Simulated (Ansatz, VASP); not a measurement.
**Cs in VASP and in Ansatz**

File INCAR:

```
SYSTEM = Cs
PREC = Accurate
ENCUT = 500
EDIFF = 1E-6
ISMEAR = -1
SIGMA = 0.1
LREAL = .False.
LASPH = .True.
NELM = 120
ALGO = Normal
ISIF = 2
LWAVE = .False.
LCHARG = .True.
GGA = PE
LELF = .True.
LVHAR = .True.
NBANDS = 16
GGA_COMPAT = .False.
```

The input KPOINTS:

```
regular mesh
0
Gamma
  6 6 6
  0 0 0
```

The input POSCAR:

```
Cs
1.0
    0.0000000000      5.6228549500      5.6228549500
    5.6228549500      0.0000000000      5.6228549500
    5.6228549500      5.6228549500      0.0000000000
Cs
2
Direct
    0.1250000000      0.1250000000      0.1250000000
    0.8750000000      0.8750000000      0.8750000000
```

Input for Ansatz:

```yaml
crystal:
  lattice:
    - [0.0, 5.62285495, 5.62285495]
    - [5.62285495, 0.0, 5.62285495]
    - [5.62285495, 5.62285495, 0.0]
  atoms:
    - { symbol: Cs, position: [0.125, 0.125, 0.125] }
    - { symbol: Cs, position: [0.875, 0.875, 0.875] }
hamiltonian:
  xc: pbe
  pseudopotentials:
    kind: paw
    azcp:
      Cs: "pseudopotentials/Cs.paw.azcp"
basis:
  ecutwfc: 420
  fft_grid_basis: typed
kpoints:
  mp_grid: { grid: [6, 6, 6], shift: [0, 0, 0] }
magnetization:
  spin_polarized: false
scf:
  occupations: { method: fermi_dirac, width: 0.1 }
  lower_state_search: "off"
output:
  stress: true
```

Alike in both runs: task single point; functional PBE; k mesh 6 × 6 × 6; occupations fermi-dirac, width 0.1 eV; no spin polarisation.

```csv
,VASP,Ansatz
version,VASP 6.6.1,Ansatz 0.2.0
potentials or method,"VASP PAW PBE potentials, release 64 (Cs_sv), cutoff 500 eV","plane waves (420 eV) with PAW, scalar-relativistic"
valence electrons in the cell,18,18
```

|  | VASP | Ansatz | Ansatz less VASP |
| --- | --- | --- | --- |
| pressure (GPa) | 0.0 | 0.0 | 0.00 |

Neither program's run includes spin-orbit coupling.
